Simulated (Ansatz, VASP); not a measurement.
Al2Cu: VASP beside Ansatz

```
CELL_PARAMETERS angstrom
4.10518 0.00000 0.00000
0.00000 4.10518 0.00000
0.00000 0.00000 2.89131
ATOMIC_POSITIONS crystal
Al 0.51665 0.01362 0.50508
Al 0.00622 0.51442 0.49692
Cu 0.98904 0.97397 0.05724
```

Alike in both runs: task relaxation of cell and atoms; functional PBEsol; k mesh 6 × 6 × 8; occupations gaussian, width 0.1 eV; no spin polarisation.

```csv
,VASP,Ansatz
version,VASP 6.6.1,Ansatz 0.2.0
potentials or method,"VASP PAW PBE potentials, release 64 (Al, Cu), cutoff 600 eV","scalar-relativistic, plane waves, PAW"
valence electrons in the cell,17,25
```

```tsv
	VASP	Ansatz	Ansatz less VASP
gap on the k mesh at the Fermi level, each at its own relaxed structure (eV)	none	none	-
relaxed volume (Å³/atom)	15.88	15.84	-0.041
relaxed cell length with the largest relative difference (Å)	4.128	4.124	-0.0045
```

VASP's potentials were made for PBE, not for PBEsol. A gap of «none» marks a metal or a gap that the smearing closes. VASP's potentials hold 17 valence electrons a cell and Ansatz's 25, so a difference there can come from the potentials and not from the codes.
